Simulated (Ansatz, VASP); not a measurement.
## Si2P3: VASP beside Ansatz

Contents of INCAR:

```
  PREC = Accurate
  ENCUT = 600
  EDIFF = 1E-6
  ISMEAR = 0
  SIGMA = 0.1
  LREAL = False
  LASPH = True
  NELM = 100
  ALGO = Normal
  ISIF = 3
  LWAVE = False
  LCHARG = False
  GGA = PE
  IBRION = 2
  NSW = 90
  EDIFFG = -0.04
```

Contents of KPOINTS:

```
Automatic mesh
0
Gamma
  6 6 4
```

The input POSCAR:

```
Si2P3
1.0
    4.2137979996      0.0000000000      0.0000000000
   -2.1068989998      3.6492561140      0.0000000000
    0.0000000000      0.0000000000      5.0877724875
Si P
2 3
Direct
    0.3333333333      0.6666666667      0.1380000000
    0.6666666667      0.3333333333      0.8620000000
    0.0000000000      0.0000000000      0.0000000000
    0.3333333333      0.6666666667      0.6250000000
    0.6666666667      0.3333333333      0.3750000000
```

Input for Ansatz:

```yaml
crystal:
  lattice:
    - [4.2137979996, 0.0, 0.0]
    - [-2.1068989998, 3.649256114, 0.0]
    - [0.0, 0.0, 5.0877724875]
  atoms:
    - { symbol: Si, position: [0.3333333333, 0.6666666667, 0.138] }
    - { symbol: Si, position: [0.6666666667, 0.3333333333, 0.862] }
    - { symbol: P, position: [0.0, 0.0, 0.0] }
    - { symbol: P, position: [0.3333333333, 0.6666666667, 0.625] }
    - { symbol: P, position: [0.6666666667, 0.3333333333, 0.375] }
basis:
  ecutwfc: 420
kpoints:
  mp_grid: { grid: [6, 6, 4] }
hamiltonian:
  xc: pbe
scf:
  occupations: { method: gaussian, width: 0.1 }
  lower_state_search: "off"
output:
  forces: true
  stress: true
  eigenvalues: true
relax:
  adjacent_minimum: "off"
  f_tol: 0.04
  max_steps: 70
  cell: { stress_tol: 0.4 }
```

Alike in both runs: task relaxation of cell and atoms; functional PBE; k mesh 6 × 6 × 4; occupations gaussian, width 0.1 eV; no spin polarisation.

|  | VASP | Ansatz |
| --- | --- | --- |
| version | VASP 6.6.1 | Ansatz 0.2.0 |
| potentials or method | VASP PAW PBE potentials, release 64 (Si, P), cutoff 600 eV | scalar-relativistic, plane waves, PAW |
| valence electrons in the cell | 23 | 23 |

```tsv
	VASP	Ansatz	Ansatz less VASP
gap on the k mesh at the Fermi level, each at its own relaxed structure (eV)	none	none	-
relaxed volume (Å³/atom)	16.28	16.11	-0.164
relaxed cell length with the largest relative difference (Å)	7.807	7.748	-0.0594
```

A gap of «none» marks a metal or a gap that the smearing closes.
